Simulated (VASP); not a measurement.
# ZnCd2Se2S: single point with PBE

Crystal: ZnCd2Se2S.

```
CELL_PARAMETERS angstrom
4.00997 0.00000 0.00000
-2.00499 3.47274 0.00000
0.00000 0.00000 10.93940
ATOMIC_POSITIONS crystal
Zn 0.00000 0.00000 0.50000
Cd 0.00000 0.00000 0.21506
Cd 0.00000 0.00000 0.78494
Se 0.33333 0.66667 0.36168
Se 0.66667 0.33333 0.63832
S 0.00000 0.00000 0.00000
```

The cell was built from a structure type or drawn by symmetry, and may not be a known phase.

```yaml
Program: VASP 6.6.1
Task: single point
Functional: PBE
Potentials_or_basis: VASP PAW PBE potentials, release 64 (Zn, Cd, Se, S)
Cutoff: 520 eV
k_mesh: 12 × 12 × 4
Occupations: gaussian, width 0.1 eV
Spin: no spin polarisation
```

```json
{
  "Pressure": "0.3 GPa",
  "Largest force": "0.042 eV/Å",
  "Band gap on the k mesh": "zero (bands 27 and 28 overlap by 0.42 eV)"
}
```

Forces on the atoms (eV/Å):
```
Zn   0.000  0.000  0.000
Cd   0.000  0.000  0.042
Cd   0.000  0.000 -0.042
Se   0.000  0.000  0.019
Se   0.000  0.000 -0.019
S    0.000  0.000  0.000
```

Stress tensor (GPa, compression positive):
```
0.14 0.00 0.00
0.00 0.14 0.00
0.00 0.00 0.52
```

Levels at points of the mesh, in eV from the Fermi level:
```
           k point  band 23  band 24  band 25  band 26  band 27  band 28  band 29  band 30  band 31  band 32
(0.00, 0.00, 0.00)    -1.68    -1.49    -1.49    -1.31     0.10     0.10     1.25     2.86     4.74     4.74
(0.50, 0.00, 0.00)    -3.02    -2.75    -1.87    -1.57    -0.34    -0.29     1.76     1.88     3.53     3.68
(0.00, 0.00, 0.50)    -1.65    -1.51    -1.51    -0.22     0.09     0.09     0.91     2.76     4.70     4.70
(0.50, 0.00, 0.50)    -2.99    -2.42    -1.94    -1.50    -0.21     0.35     0.74     2.24     2.70     4.49
```

It took 4.1 min on 1 thread of Intel(R) Xeon(R) 6975P-C (Granite Rapids) (shared host), peak memory 0.52 GiB.

Caveat: semilocal functionals underestimate gaps, so a narrow gap can read as zero.
